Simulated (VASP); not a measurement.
A run of VASP 6.6.1:

File INCAR:

```
SYSTEM = TiSi16
PREC = Accurate
ENCUT = 520
EDIFF = 1E-6
ISMEAR = 0
SIGMA = 0.02
LREAL = Auto
LASPH = .TRUE.
NELM = 80
ALGO = Normal
ISIF = 2
LWAVE = .FALSE.
LCHARG = .FALSE.
GGA = PE
NBANDS = 52
```

KPOINTS

```
Automatic mesh
0
G
  2 2 2
  0 0 0
```

File POSCAR:

```
TiSi16
1.0
    0.0000000000      5.4300000000      5.4300000000
    5.4300000000      0.0000000000      5.4300000000
    5.4300000000      5.4300000000      0.0000000000
Si Ti
16 1
Direct
   -0.0001209024      0.0154361878     -0.0145575506
    0.1146029466      0.1256364641      0.1340248619
   -0.0262648250      0.0096276243      0.5069191529
    0.1141353591      0.1596747698      0.6122583794
   -0.0001098527      0.4991430018     -0.0145901473
    0.1426535912      0.6418502762      0.0735421731
    0.0189696133      0.5179276243      0.4450519337
    0.1141823204      0.6138082873      0.6122187845
    0.4853447514     -0.0152850829      0.0451397790
    0.6263668508      0.1256261510      0.1339200737
    0.5105216390      0.0095304788      0.5067726519
    0.6095328729      0.1089997238      0.6723768877
    0.5163405157      0.4991604052     -0.0147727440
    0.6263748619      0.6140070902      0.1338829650
    0.5105404236      0.4730785451      0.5067301105
    0.6605898711      0.6136353591      0.6119725599
    0.2862294659      0.7853977901      0.6428552486
```

Potentials or basis: VASP PAW PBE potentials, release 64 (Si, Ti_sv).

Run with:

```bash
$ cat potpaw_PBE.64/Si/POTCAR potpaw_PBE.64/Ti_sv/POTCAR > POTCAR
$ mpirun -np 1 vasp_std > vasp.out
```

Hardware: 1 thread of AMD EPYC 7R43 64-Core Processor (Zen 3), with other jobs on the host.

**Question.** Estimate the wall time of this run.

**Answer.** It took 7 min on 1 thread of AMD EPYC 7R43 64-Core Processor (Zen 3) (shared host), peak memory 0.45 GiB. Counts: scf iterations 16, k points 8.
